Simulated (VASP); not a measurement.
Set up this calculation in VASP 6.6.1, as the native input.

```
Task                   : single point
Functional             : PBE
Potentials or basis    : VASP PAW PBE potentials, release 64 (In_d)
Cutoff                 : 520 eV
k mesh                 : 18 × 18 × 18
Occupations            : gaussian, width 0.1 eV
Spin                   : no spin polarisation
Dipole correction      : no
Further INCAR settings : ALGO = Fast; EDIFF = 1e-06; NBANDS = 12
```

The structure of In lies in POSCAR:

```
In
1.0
   -1.6950972798      1.6950972798      2.3922503185
    1.6950972798     -1.6950972798      2.3922503185
    1.6950972798      1.6950972798     -2.3922503185
In
1
Direct
    0.0000000000      0.0000000000      0.0000000000
```

One way to write it, as run:

INCAR

```
SYSTEM = In
PREC = Accurate
ENCUT = 520
EDIFF = 1E-6
ISMEAR = 0
SIGMA = 0.1
LREAL = .FALSE.
LASPH = .TRUE.
NELM = 80
ALGO = Fast
ISIF = 2
LWAVE = .FALSE.
LCHARG = .FALSE.
GGA = PE
NBANDS = 12
```

KPOINTS

```
regular mesh
0
G
  18 18 18
  0 0 0
```

Potentials or basis: VASP PAW PBE potentials, release 64 (In_d).

Run with:

```console
$ cat potpaw_PBE.64/In_d/POTCAR > POTCAR
$ mpirun -np 1 vasp_std > vasp.out
```

It gave:

```json
{
 "Pressure": "0.0 GPa"
}
```

Run time: 82 s on 1 thread of Intel(R) Xeon(R) 6975P-C (Granite Rapids) (shared host), peak memory 0.27 GiB.
